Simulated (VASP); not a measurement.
Here is a VASP 6.6.1 calculation.

INCAR

```
PREC = Accurate
ENCUT = 600
EDIFF = 1E-7
ISMEAR = -1
SIGMA = 0.05
LREAL = F
LASPH = T
NELM = 120
ALGO = Normal
ISIF = 3
LWAVE = F
LCHARG = F
GGA = CA
IBRION = 2
NSW = 80
EDIFFG = -0.02
PSTRESS = 50.0
GGA_COMPAT = F
NELMIN = 4
```

KPOINTS

```
regular mesh
0
Gamma
  10 10 10
```

The input POSCAR:

```
Os
1.0
    0.0000000000      1.9100000000      1.9100000000
    1.9100000000      0.0000000000      1.9100000000
    1.9100000000      1.9100000000      0.0000000000
Os
1
Direct
    0.0000000000      0.0000000000      0.0000000000
```

Potentials or basis: VASP PAW LDA potentials, release 64 (Os).

Run with:

```console
$ cat potpaw_LDA.64/Os/POTCAR > POTCAR
$ mpirun -np 1 vasp_std > vasp.out
```

**Question.** Predict the relaxed volume.

**Answer.** 13.66 Å³/atom.

**Question.** Predict the relaxed cell.

**Answer.** a = 2.683 Å, b = 2.683 Å, c = 2.683 Å, α = 60.00°, β = 60.00°, γ = 60.00°.

**Question.** Estimate the band gap on the k mesh.

**Answer.** Zero (bands 4 and 5 overlap by 4.16 eV).

The path:
```csv
step,energy change (eV),largest force (eV/Å),pressure (GPa),volume (Å³)
1,0.0000,0.0000,-4.11,13.94
2,0.2432,0.0000,61.87,12.40
3,0.0002,0.0000,4.56,13.67
4,0.0006,0.0000,4.93,13.66
```

Caveat: the cell is relaxed towards a set pressure, so the run minimises the enthalpy, not the energy; spin-orbit coupling is left out, which moves the levels of the heavy elements.
